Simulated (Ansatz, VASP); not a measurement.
BaTiO3 in VASP and in Ansatz

Contents of INCAR:

```
PREC = Accurate ; ENCUT = 520
EDIFF = 1E-6 ; ISMEAR = 0
SIGMA = 0.05 ; LREAL = False
LASPH = True ; NELM = 100
ALGO = Normal ; ISIF = 2
LWAVE = False ; LCHARG = True
GGA = PE ; LELF = True
LVHAR = True ; NBANDS = 28
```

KPOINTS

```
regular mesh
0
Gamma
  8 8 8
```

Contents of POSCAR:

```
BaTiO3
1.0
    3.9649433479      0.0000000000      0.0000000000
    0.0000000000      3.9649433479      0.0000000000
    0.0000000000      0.0000000000      3.9649433479
Ba Ti O
1 1 3
Direct
    0.5000000000      0.5000000000      0.5000000000
    0.0000000000      0.0000000000      0.0000000000
    0.5000000000      0.0000000000      0.0000000000
    0.0000000000      0.5000000000      0.0000000000
    0.0000000000      0.0000000000      0.5000000000
```

Input for Ansatz:

```yaml
crystal:
  lattice:
    - [3.9649433479, 0.0, 0.0]
    - [0.0, 3.9649433479, 0.0]
    - [0.0, 0.0, 3.9649433479]
  atoms:
    - { symbol: Ba, position: [0.5, 0.5, 0.5] }
    - { symbol: Ti, position: [0.0, 0.0, 0.0] }
    - { symbol: O, position: [0.5, 0.0, 0.0] }
    - { symbol: O, position: [0.0, 0.5, 0.0] }
    - { symbol: O, position: [0.0, 0.0, 0.5] }
basis:
  ecutwfc: 420
  ecutrho_ratio: 4
kpoints:
  mp_grid: { grid: [8, 8, 8] }
hamiltonian:
  xc: pbe
scf:
  occupations: { method: gaussian, width: 0.05 }
output:
  forces: true
  stress: true
  eigenvalues: true
```

Alike in both runs: task single point; functional PBE; k mesh 8 × 8 × 8; occupations gaussian, width 0.05 eV; no spin polarisation.

```csv
,VASP,Ansatz
version,VASP 6.6.1,Ansatz 0.2.0
potentials or method,"VASP PAW PBE potentials, release 64 (Ba_sv, Ti_sv, O), cutoff 520 eV","scalar-relativistic, plane waves, PAW"
valence electrons in the cell,40,40
```

|  | VASP | Ansatz | Ansatz less VASP |
| --- | --- | --- | --- |
| gap on the k mesh at the Fermi level (eV) | 1.80 | 1.87 | +0.070 |
| least direct gap on the mesh (eV) | 1.92 | 1.95 | +0.026 |
| pressure (GPa) | 9.3 | 7.3 | -1.98 |

Neither program's run includes spin-orbit coupling.
